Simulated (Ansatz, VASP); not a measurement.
**One calculation of GaBPd, two programs**

```
Pd Ga B
1.0
     3.00472    0.00000    0.00000
     0.00000    3.00472    0.00000
     0.00000    0.00000    7.57625
Pd Ga B
2 2 2
Direct
  0.75000 0.75000 0.73063
  0.25000 0.25000 0.26937
  0.25000 0.25000 0.91460
  0.75000 0.75000 0.08540
  0.75000 0.75000 0.41520
  0.25000 0.25000 0.58480
```

Alike in both runs: task single point; functional r2SCAN; k mesh 11 × 11 × 5; no spin polarisation.

|  | VASP | Ansatz |
| --- | --- | --- |
| version | VASP 6.6.1 | Ansatz 0.2.0 |
| potentials or method | VASP PAW PBE potentials, release 64 (Pd, Ga_d, B), cutoff 520 eV | PAW plane waves |
| occupations | fermi-dirac, width 0.1 eV | fermi-dirac |
| valence electrons in the cell | 52 | 68 |

|  | VASP | Ansatz | Ansatz less VASP |
| --- | --- | --- | --- |
| pressure (GPa) | 14.4 | 13.9 | -0.53 |
| traceless stress, the component that is largest in VASP (GPa) | -10.49 | -10.34 | +0.146 |
| rms of the force components (eV/Å) | 0.902 | 0.897 | -0.0050 |

VASP's potentials were made for PBE, not for r2SCAN. Atom by atom the forces differ by 0.012 eV/Å (rms over components). VASP's potentials hold 52 valence electrons a cell and Ansatz's 68, so a difference there can come from the potentials and not from the codes.
